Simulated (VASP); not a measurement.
# Zn (Im-3m) in VASP: further runs

Runs on Zn. Level: PBE. Tasks: density of states.

Program: VASP 6.6.1. These are calculated values, not measurements. Logs are shortened: lines on timing, memory, paths and dates and some standing lists are left out, and cuts for length are marked.

### Step 1. The cell of the first run

The structure is cubic, space group Im-3m (No. 229). Conventional cell: a = 3.082 Å, b = 3.082 Å, c = 3.082 Å, α = 90.00°, β = 90.00°, γ = 90.00°. Within 3.5 Å of Zn (site symmetry m-3m) lie 14 Zn at 2.67 to 3.08 Å.

### Step 2. Density of states, PBE (volume scaled by 0.95)

POSCAR

```
Zn
1.0
   -1.5408520916      1.5408520916      1.5408520916
    1.5408520916     -1.5408520916      1.5408520916
    1.5408520916      1.5408520916     -1.5408520916
Zn
1
Direct
    0.0000000000      0.0000000000      0.0000000000
```

INCAR.step1

```
PREC     = Accurate       # precision mode
ENCUT    = 520            # plane-wave cutoff, eV
EDIFF    = 1E-7           # SCF threshold, eV
ISMEAR   = -1             # smearing method
SIGMA    = 0.1            # smearing width, eV
LREAL    = F              # projectors in reciprocal space
LASPH    = T              # aspherical terms in the spheres
NELM     = 100            # most SCF steps
ALGO     = Normal         # electronic algorithm
ISIF     = 2              # what is computed and relaxed
LWAVE    = F              # write WAVECAR
LCHARG   = T              # write CHGCAR
GGA      = PE             # functional
NBANDS   = 12             # bands
```

KPOINTS.step1

```
Automatic mesh
0
Gamma
  19 19 19
```

INCAR.step2

```
PREC     = Accurate       # precision mode
ENCUT    = 520            # plane-wave cutoff, eV
EDIFF    = 1E-7           # SCF threshold, eV
ISMEAR   = -5             # smearing method
SIGMA    = 0.1            # smearing width, eV
LREAL    = F              # projectors in reciprocal space
LASPH    = T              # aspherical terms in the spheres
NELM     = 100            # most SCF steps
ALGO     = Normal         # electronic algorithm
ISIF     = 2              # what is computed and relaxed
LWAVE    = F              # write WAVECAR
LCHARG   = F              # write CHGCAR
GGA      = PE             # functional
LORBIT   = 10             # projections on sites
NEDOS    = 1001           # points of the DOS
ICHARG   = 11             # starting density
```

KPOINTS.step2

```
Automatic mesh
0
Gamma
  29 29 29
```

Potentials or basis: VASP PAW PBE potentials, release 64 (Zn).

Launch:

```
cat potpaw_PBE.64/Zn/POTCAR > POTCAR
cp INCAR.step1 INCAR
cp KPOINTS.step1 KPOINTS
mpirun -np 1 vasp_std > vasp.out
cp INCAR.step2 INCAR
cp KPOINTS.step2 KPOINTS
mpirun -np 1 vasp_std > vasp.out
```

OUTCAR:

```text
PREC = Accurate
   ENCUT = 520
   EDIFF = 1E-7
   ISMEAR = -5
   LREAL = F
   LASPH = T
   NELM = 100
   ISIF = 2
   GGA = PE
   LORBIT = 10
   ICHARG = 11

 ion  position               nearest neighbor table
   1  0.000  0.000  0.000-

  LATTYP: Found a body centered cubic cell.
 ALAT       =     3.0817041832

  Lattice vectors:

 A1 = (  -1.5408520916,   1.5408520916,   1.5408520916)
 A2 = (   1.5408520916,  -1.5408520916,   1.5408520916)
 A3 = (   1.5408520916,   1.5408520916,  -1.5408520916)

Analysis of symmetry for initial positions (statically):
=====================================================================
 Subroutine PRICEL returns:
 Original cell was already a primitive cell.

 Routine SETGRP: Setting up the symmetry group for a
 body centered cubic supercell.

 Subroutine GETGRP returns: Found 48 space group operations
 (whereof 48 operations were pure point group operations)
 out of a pool of 48 trial point group operations.

The static configuration has the point symmetry O_h .

Analysis of symmetry for dynamics (positions and initial velocities):
=====================================================================
 Subroutine PRICEL returns:
 Original cell was already a primitive cell.

 Routine SETGRP: Setting up the symmetry group for a
 body centered cubic supercell.

 Subroutine GETGRP returns: Found 48 space group operations
 (whereof 48 operations were pure point group operations)
 out of a pool of 48 trial point group operations.

The dynamic configuration has the point symmetry O_h .

 Subroutine INISYM returns: Found 48 space group operations
 (whereof 48 operations are pure point group operations),
 and found     1 'primitive' translations

----------------------------------------------------------------------------------------

                                     Primitive cell

  volume of cell :      14.6333

  direct lattice vectors                    reciprocal lattice vectors
    -1.540852092  1.540852092  1.540852092     0.000000000  0.324495779  0.324495779
     1.540852092 -1.540852092  1.540852092     0.324495779  0.000000000  0.324495779
     1.540852092  1.540852092 -1.540852092     0.324495779  0.324495779  0.000000000

  length of vectors
     2.668834110  2.668834110  2.668834110     0.458906332  0.458906332  0.458906332

  position of ions in fractional coordinates (direct lattice)
     0.000000000  0.000000000  0.000000000

  ion indices of the primitive-cell ions
   primitive index   ion index
                 1           1

----------------------------------------------------------------------------------------

 KPOINTS: Automatic mesh

Automatic generation of k-mesh.
 Grid dimensions read from file:
 generate k-points for:   29   29   29

 Generating k-lattice:

  Cartesian coordinates                     Fractional coordinates (reciprocal lattice)
     0.000000000  0.011189510  0.011189510     0.034482759  0.000000000  0.000000000
     0.011189510  0.000000000  0.011189510     0.000000000  0.034482759  0.000000000
     0.011189510  0.011189510  0.000000000     0.000000000  0.000000000  0.034482759

  Length of vectors
     0.015824356  0.015824356  0.015824356

  Shift w.r.t. Gamma in fractional coordinates (k-lattice)
     0.000000000  0.000000000  0.000000000

 TETIRR: Found  29434 inequivalent tetrahedra from   146334

 Subroutine IBZKPT returns following result:
 ===========================================

 Found    680 irreducible k-points:

 Following reciprocal coordinates:
            Coordinates               Weight
  0.000000  0.000000  0.000000      1.000000
  0.034483  0.000000  0.000000     12.000000
  0.068966  0.000000  0.000000     12.000000
  0.103448  0.000000  0.000000     12.000000
  0.137931  0.000000  0.000000     12.000000
  0.172414  0.000000  0.000000     12.000000
[... 16 lines left out ...]
  0.275862  0.034483  0.000000     48.000000
  0.310345  0.034483  0.000000     48.000000
 [... further k-points ...]
   k-points           NKPTS =    680   k-points in BZ     NKDIM =    680   number of bands    NBANDS=     10
   number of dos      NEDOS =   1001   number of ions     NIONS =      1
   total plane-waves  NPLWV =   8000
   dimension x,y,z NGX =    20 NGY =   20 NGZ =   20
   dimension x,y,z NGXF=    40 NGYF=   40 NGZF=   40
   ions per type =               1
   NGX,Y,Z   is equivalent  to a cutoff of  12.46, 12.46, 12.46 a.u.
   NGXF,Y,Z  is equivalent  to a cutoff of  24.92, 24.92, 24.92 a.u.
 SYSTEM =  unknown system
   PREC   = accura    normal or accurate (medium, high low for compatibility)
   ISTART =      0    job   : 0-new  1-cont  2-samecut
   ICHARG =     11    charge: 1-file 2-atom 10-const
   ISPIN  =      1    spin polarized calculation?
   LNONCOLLINEAR =      F non collinear calculations
   LSORBIT =      F    spin-orbit coupling
   LASPH  =      T    aspherical Exc in radial PAW
   ENCUT  =  520.0 eV  38.22 Ry    6.18 a.u.   4.96  4.96  4.96*2*pi/ulx,y,z
   NELM   =    100;   NELMIN=  2; NELMDL=  0     # of ELM steps
   EDIFF  = 0.1E-06   stopping-criterion for ELM
   LREAL  =      F    real-space projection
   EDIFFG = 0.1E-05   stopping-criterion for IOM
   NSW    =      0    number of steps for IOM
   IBRION =     -1    ionic relax: 0-MD 1-quasi-New 2-CG
   NFREE  =      0    steps in history (QN), initial steepest desc. (CG)
   ISIF   =      2    stress and relaxation
   ISYM   =      2    0-nonsym 1-usesym 2-fastsym
   POTIM  = 0.5000    time-step for ionic-motion
   TEBEG  =    0.0;   TEEND  =   0.0 temperature during run
   PSTRESS=    0.0 pullay stress
   NELECT =      12.0000    total number of electrons
   NUPDOWN=      -1.0000    fix difference up-down
   EMIN   =  10.00;   EMAX   =-10.00  energy-range for DOS
   EFERMI =   0.00;   METHOD = LEGACY
   ISMEAR =    -5;   SIGMA  =   0.10  broadening in eV -4-tet -1-fermi 0-gaus
   EFERMI_NEDOS =   21; number of points for ismear=-14 and -15
   IALGO  =     38    algorithm
   IMIX   =      4    mixing-type and parameters
     AMIX     =   0.40;   BMIX     =  1.00
     AMIX_MAG =   1.60;   BMIX_MAG =  1.00
  volume/ion in A,a.u.               =      14.63        98.75
  Fermi-wavevector in a.u.,A,eV,Ry     =   1.532337  2.895697 31.947252  2.348057
  Thomas-Fermi vector in A             =   2.639557
   LORBIT       =     10    0 simple, 1 ext, 2 COOP (PROOUT), +10 PAW based schemes
   GGA     = PE    functional components
   LHFCALC =     F    Hartree Fock is set to
   AEXX    =    0.0000 exact exchange contribution
   IVDW    =     0    specifies the selected vdW correction
   LEPSILON=     F    determine dielectric tensor
   LRPA    =     F    only Hartree local field effects (RPA)
 non-spin polarized calculation
 Fermi weights with tetrahedron method with Bloechl corrections
  energy-cutoff  :      520.00
  volume of cell :       14.63
 maximum number of plane-waves:       410

 number of electron      12.0000006 magnetization

 Free energy of the ion-electron system (eV)
  ---------------------------------------------------
  ext. energy  EPLUGINS =         0.00000000
  ---------------------------------------------------
  free energy    TOTEN  =        -1.01463644 eV

  energy without entropy =       -1.01463644  energy(sigma->0) =       -1.01463644

 E-fermi :   3.5814     XC(G=0): -11.7693

 val. band max:        3.6801269478   @ k =  -0.3448  -0.3793   0.0690
 cond. band min:       3.4611031417   @ k =  -0.4483  -0.4483   0.1379
 fundamental gap:     -0.2190238061
 Fermi energy:         3.5813840703

 k-point     1 :       0.0000    0.0000    0.0000
  band No.  band energies     occupation
      1      -7.2954      2.00000
      2      -4.4221      2.00000
      3      -4.4221      2.00000
      4      -4.4221      2.00000
      5      -3.8797      2.00000
      6      -3.8797      2.00000
      7      23.3691      0.00000
      8      23.3691      0.00000
      9      23.3694      0.00000
     10      24.6794      0.00000

 k-point     2 :       0.0345    0.0000    0.0000
  band No.  band energies     occupation
      1      -7.2563      2.00000
      2      -4.4260      2.00000
      3      -4.4213      2.00000
      4      -4.4124      2.00000
      5      -3.8836      2.00000
      6      -3.8795      2.00000
      7      22.6979      0.00000
      8      22.9988      0.00000
      9      23.1664      0.00000
     10      24.1491      0.00000

 k-point     3 :       0.0690    0.0000    0.0000
  band No.  band energies     occupation
      1      -7.1396      2.00000
      2      -4.4377      2.00000
      3      -4.4188      2.00000
      4      -4.3836      2.00000
      5      -3.8944      2.00000
      6      -3.8787      2.00000
      7      21.0786      0.00000
      8      22.2072      0.00000
      9      22.5775      0.00000
     10      23.6674      0.00000

 k-point     4 :       0.1034    0.0000    0.0000
  band No.  band energies     occupation
      1      -6.9472      2.00000
      2      -4.4564      2.00000
      3      -4.4142      2.00000
      4      -4.3367      2.00000
      5      -3.9101      2.00000
      6      -3.8775      2.00000
      7      19.2663      0.00000
      8      21.3098      0.00000
      9      21.8075      0.00000
     10      22.9946      0.00000

 k-point     5 :       0.1379    0.0000    0.0000
  band No.  band energies     occupation
      1      -6.6836      2.00000
      2      -4.4814      2.00000
      3      -4.4055      2.00000
      4      -4.2735      2.00000
      5      -3.9273      2.00000
      6      -3.8756      2.00000
      7      17.4473      0.00000
      8      20.4130      0.00000
      9      21.0099      0.00000
     10      22.3486      0.00000

 k-point     6 :       0.1724    0.0000    0.0000
  band No.  band energies     occupation
      1      -6.3576      2.00000
      2      -4.5114      2.00000
      3      -4.3862      2.00000
      4      -4.1962      2.00000
      5      -3.9425      2.00000
      6      -3.8732      2.00000
      7      15.6624      0.00000
      8      19.5542      0.00000
      9      20.2443      0.00000
     10      21.7660      0.00000
[... 183 lines left out ...]
 k-point    21 :       0.2069    0.0345   -0.0000
  band No.  band energies     occupation
      1      -5.7771      2.00000
      2      -4.5608      2.00000
      3      -4.3151      2.00000
      4      -4.0340      2.00000
      5      -3.9596      2.00000
      6      -3.8618      2.00000
      7      13.1042      0.00000
      8      17.9117      0.00000
      9      18.8472      0.00000
     10      21.4583      0.00000

 k-point    22 :       0.2414    0.0345   -0.0000
  band No.  band energies     occupation
      1      -5.4447      2.00000
      2      -4.5967      2.00000
      3      -4.1606      2.00000
      4      -3.9608      2.00000
      5      -3.9135      2.00000
      6      -3.8438      2.00000
      7      11.4556      0.00000
      8      17.2514      0.00000
      9      18.2420      0.00000
     10      21.0228      0.00000

 k-point    23 :       0.2759    0.0345    0.0000
  band No.  band energies     occupation
      1      -5.2312      2.00000
      2      -4.6320      2.00000
      3      -3.9559      2.00000
      4      -3.9530      2.00000
      5      -3.8585      2.00000
      6      -3.6211      2.00000
      7       9.8704      0.00000
      8      16.6600      0.00000
      9      17.7112      0.00000
     10      20.6449      0.00000

 k-point    24 :       0.3103    0.0345    0.0000
  band No.  band energies     occupation
      1      -5.1388      2.00000
      2      -4.6651      2.00000
      3      -3.9466      2.00000
      4      -3.8683      2.00000
      5      -3.7981      2.00000
      6      -3.0898      2.00000
      7       8.3524      0.00000
      8      16.1446      0.00000
      9      17.2577      0.00000
     10      20.3260      0.00000

 [... further k-points ...]
[... 5 lines left out ...]
  --------------------------------------------------------------------------------------
  -------------------------------------------------------------------------------------
  Total        0.2305582      0.2305582      0.2305582      0.0000000      0.0000000      0.0000000
  in kB       25.2434286     25.2434286     25.2434286      0.0000000      0.0000000      0.0000000
  external PRESSURE =      25.2434286 kB  Pullay stress =       0.0000000 kB

 VOLUME and BASIS-vectors are now :
 -----------------------------------------------------------------------------
  energy-cutoff  :      520.00
  volume of cell :       14.63
      direct lattice vectors                 reciprocal lattice vectors
    -1.540852092  1.540852092  1.540852092     0.000000000  0.324495779  0.324495779
     1.540852092 -1.540852092  1.540852092     0.324495779  0.000000000  0.324495779
     1.540852092  1.540852092 -1.540852092     0.324495779  0.324495779  0.000000000

 POSITION                                       TOTAL-FORCE (eV/Angst)
 -----------------------------------------------------------------------------------
      0.00000      0.00000      0.00000        -0.000000      0.000000      0.000000
 -----------------------------------------------------------------------------------
    total drift:                               -0.000000      0.000000      0.000000

  FREE ENERGIE OF THE ION-ELECTRON SYSTEM (eV)
  ---------------------------------------------------
  free  energy   TOTEN  =        -1.0146364375 eV

  energy  without entropy=       -1.0146364375  energy(sigma->0) =       -1.01463644

 total charge

# of ion       s       p       d       tot
------------------------------------------
    1        0.602   0.447   9.730  10.779
```

Wall time 64 s (1 thread of Intel Xeon 6975P-C, shared host); peak memory 0.26 GiB.

What came out:

```
Valence electrons inside the program's atomic spheres : Zn 10.78
```

Levels at points of the mesh, in eV from the Fermi level:
```tsv
k point	band 4	band 5	band 6	band 7	band 8	band 9
(0.00, 0.00, 0.00)	-8.00	-7.46	-7.46	19.79	19.79	19.79
```

Caveat: the cell differs from its parent crystal (volume scaled by 0.95); tetrahedron occupations give inexact forces and stress in metals.

### Step 3. Density of states, PBE

This run uses another cell than the first one, of 15.40 Å³/atom, 1.053 times its volume.

POSCAR

```
Zn
1.0
   -1.5674237287      1.5674237287      1.5674237287
    1.5674237287     -1.5674237287      1.5674237287
    1.5674237287      1.5674237287     -1.5674237287
Zn
1
Direct
    0.0000000000      0.0000000000      0.0000000000
```

INCAR.step1

```
SYSTEM = Zn
ALGO = Normal
EDIFF = 1E-7
ENCUT = 520
GGA = PE
ISIF = 2
ISMEAR = -1
LASPH = .True.
LCHARG = .True.
LREAL = .False.
LWAVE = .False.
NBANDS = 12
NELM = 80
PREC = Accurate
SIGMA = 0.1
```

KPOINTS.step1

```
k-points
0
Gamma
  19 19 19
  0 0 0
```

INCAR.step2

```
SYSTEM = Zn
ALGO = Normal
EDIFF = 1E-7
ENCUT = 520
GGA = PE
ICHARG = 11
ISIF = 2
ISMEAR = -5
LASPH = .True.
LCHARG = .False.
LORBIT = 10
LREAL = .False.
LWAVE = .False.
NBANDS = 12
NEDOS = 1001
NELM = 80
PREC = Accurate
SIGMA = 0.1
```

KPOINTS.step2

```
k-points
0
Gamma
  29 29 29
  0 0 0
```

Potentials or basis: VASP PAW PBE potentials, release 64 (Zn).

Launch:

```
cat potpaw_PBE.64/Zn/POTCAR > POTCAR
cp INCAR.step1 INCAR
cp KPOINTS.step1 KPOINTS
mpirun -np 1 vasp_std > vasp.out
cp INCAR.step2 INCAR
cp KPOINTS.step2 KPOINTS
mpirun -np 1 vasp_std > vasp.out
```

Run time: 82 s. Hardware: 1 thread of Intel Xeon 6975P-C, shared host; peak memory 0.28 GiB.

The run converged. Its results:

```yaml
Valence_electrons_inside_the_program's_atomic_spheres: Zn 10.74
```

Levels at points of the mesh, in eV from the Fermi level:
| k point | band 2 | band 3 | band 4 | band 5 | band 6 | band 7 | band 8 | band 9 | band 10 | band 11 |
| --- | --- | --- | --- | --- | --- | --- | --- | --- | --- | --- |
| (0.00, 0.00, 0.00) | -7.81 | -7.81 | -7.81 | -7.32 | -7.32 | 18.96 | 18.96 | 18.96 | 20.69 | 20.69 |

Caveat: tetrahedron occupations give inexact forces and stress in metals.

### Step 4. Density of states, PBE (volume scaled by 0.4)

POSCAR

```
Zn
1.0
   -1.1548876777      1.1548876777      1.1548876777
    1.1548876777     -1.1548876777      1.1548876777
    1.1548876777      1.1548876777     -1.1548876777
Zn
1
Direct
    0.0000000000      0.0000000000      0.0000000000
```

INCAR.step1

```
SYSTEM = Zn
PREC = Accurate
ENCUT = 520
EDIFF = 1E-7
ISMEAR = -1
SIGMA = 0.1
LREAL = .False.
LASPH = .True.
NELM = 100
ALGO = Normal
ISIF = 2
LWAVE = .False.
LCHARG = .True.
GGA = PE
NBANDS = 12
```

KPOINTS.step1

```
Automatic mesh
0
Gamma
  19 19 19
  0 0 0
```

INCAR.step2

```
SYSTEM = Zn
PREC = Accurate
ENCUT = 520
EDIFF = 1E-7
ISMEAR = -5
SIGMA = 0.1
LREAL = .False.
LASPH = .True.
NELM = 100
ALGO = Normal
ISIF = 2
LWAVE = .False.
LCHARG = .False.
GGA = PE
LORBIT = 10
NEDOS = 1001
ICHARG = 11
```

KPOINTS.step2

```
Automatic mesh
0
Gamma
  29 29 29
  0 0 0
```

Launch:

```
cat potpaw_PBE.64/Zn/POTCAR > POTCAR
cp INCAR.step1 INCAR
cp KPOINTS.step1 KPOINTS
mpirun -np 1 vasp_std > vasp.out
cp INCAR.step2 INCAR
cp KPOINTS.step2 KPOINTS
mpirun -np 1 vasp_std > vasp.out
```

Run time: 37 s. Hardware: 1 thread of Intel Xeon 6975P-C, shared host; peak memory 0.2 GiB.

Levels at points of the mesh, in eV from the Fermi level:
```csv
k point,band 4,band 5,band 6,band 7,band 8,band 9
"(0.00, 0.00, 0.00)",-15.64,-13.43,-13.43,26.94,26.94,26.94
```

Caveat: the cell differs from its parent crystal (volume scaled by 0.4); tetrahedron occupations give inexact forces and stress in metals.
